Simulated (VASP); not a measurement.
Wanted: the native input for a VASP 6.6.1 run.

```
Task                   : single point
Functional             : LDA
Potentials or basis    : VASP PAW LDA potentials, release 64 (Al, Ru_pv)
Cutoff                 : 520 eV
k mesh                 : 10 × 10 × 10
Occupations            : gaussian, width 0.03 eV
Spin                   : no spin polarisation
Dipole correction      : no
Further INCAR settings : ALGO = Fast; EDIFF = 1e-06; NBANDS = 29
```

The structure of Al2Ru lies in POSCAR:

```
Al2Ru
1.0
    0.0000000000      4.0790883851      4.4844495295
    2.1954746683      0.0000000000      4.4844495295
    2.1954746683      4.0790883851      0.0000000000
Al Ru
4 2
Direct
    0.0788992938      0.4211007062      0.0788992938
    0.4211007062      0.0788992938      0.4211007062
    0.1711007062      0.8288992938      0.1711007062
    0.8288992938      0.1711007062      0.8288992938
    0.7500000000      0.7500000000      0.7500000000
    0.5000000000      0.5000000000      0.5000000000
```

These files were run (other wordings do the same):

INCAR

```
PREC = Accurate ; ENCUT = 520
EDIFF = 1E-6 ; ISMEAR = 0
SIGMA = 0.03 ; LREAL = F
LASPH = T ; NELM = 80
ALGO = Fast ; ISIF = 2
LWAVE = F ; LCHARG = T
LELF = T ; LVHAR = T
NBANDS = 29
```

KPOINTS

```
Automatic mesh
0
Gamma
  10 10 10
```

Potentials or basis: VASP PAW LDA potentials, release 64 (Al, Ru_pv).

The run is started by

```sh
$ cat potpaw_LDA.64/Al/POTCAR potpaw_LDA.64/Ru_pv/POTCAR > POTCAR
$ mpirun -np 1 vasp_std > vasp.out
```

Results of the run:

The pressure is 2.1 GPa. The largest force is 0.375 eV/Å. The band gap on the k mesh is zero (bands 20 and 21 overlap by 0.51 eV).

Caveat: the stress differs along the axes, from -8 to 20 GPa.

Wall time 11 min on 1 thread of Intel Xeon 8259CL, with other jobs on the host, peak memory 0.44 GiB.
